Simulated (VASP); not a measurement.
**SiNi3: single point with PBEsol**

The system is SiNi3.

```
Ni Si
1.0
     3.54200    0.00000    0.00000
     0.00000    3.54200    0.00000
     0.00000    0.00000    3.54200
Ni Si
3 1
Cartesian
  1.7710 1.7710 0.0000
  1.7710 0.0000 1.7710
  0.0000 1.7710 1.7710
  0.0000 0.0000 0.0000
```

```yaml
Program: VASP 6.6.1
Task: single point
Functional: PBEsol
Potentials_or_basis: VASP PAW PBE potentials, release 64 (Ni, Si)
Cutoff: 520 eV
k_mesh: 8 × 8 × 8
Occupations: fermi-dirac, width 0.05 eV
Spin: collinear spin, ferrimagnetic start
Starting_moments: "[1.0, -1.0, 1.0, 0.0] μB"
Dipole_correction: no
Further_INCAR_settings: ALGO = Normal; EDIFF = 1e-06; NBANDS = 29
```

| Quantity | Value |
| --- | --- |
| Pressure | -13.9 GPa |
| Band gap on the k mesh | zero (filled and empty bands overlap) |
| Net moment | 0.00 μB per cell |
| Valence electrons inside the program's atomic spheres | Ni 9.41; Si 1.53 |

Levels at points of the mesh, in eV from the Fermi level:
Spin up:
```tsv
k point	band 14	band 15	band 16	band 17	band 18	band 19	band 20	band 21
(0.00, 0.00, 0.00)	-0.58	-0.58	-0.28	0.02	0.02	0.02	4.55	6.18
(0.50, 0.00, 0.00)	-1.22	-1.09	-0.52	0.02	3.51	3.51	4.96	5.17
(0.00, 0.50, 0.00)	-1.22	-1.09	-0.52	0.02	3.51	3.51	4.96	5.17
(0.50, 0.50, 0.00)	-1.36	-1.07	-0.97	-0.91	0.62	0.62	5.43	6.18
(0.50, 0.00, 0.50)	-1.36	-1.07	-0.97	-0.91	0.62	0.62	5.44	6.18
(0.50, 0.50, 0.50)	-1.19	-1.19	-0.37	-0.20	-0.20	-0.20	1.10	3.87
```
Spin down:
```csv
k point,band 14,band 15,band 16,band 17,band 18,band 19,band 20,band 21
"(0.00, 0.00, 0.00)",-0.58,-0.58,-0.28,0.02,0.02,0.02,4.55,6.18
"(0.50, 0.00, 0.00)",-1.22,-1.09,-0.52,0.02,3.51,3.51,4.96,5.17
"(0.00, 0.50, 0.00)",-1.22,-1.09,-0.52,0.02,3.51,3.51,4.96,5.17
"(0.50, 0.50, 0.00)",-1.36,-1.07,-0.97,-0.91,0.62,0.62,5.43,6.18
"(0.50, 0.00, 0.50)",-1.36,-1.07,-0.97,-0.91,0.62,0.62,5.44,6.18
"(0.50, 0.50, 0.50)",-1.19,-1.19,-0.37,-0.20,-0.20,-0.20,1.10,3.87
```

It took 3.2 min on 1 thread of Intel Xeon 6975P-C, on a shared host, peak memory 0.27 GiB.

Caveat: the PAW data sets were made with another functional, which shifts forces and pressure a little.
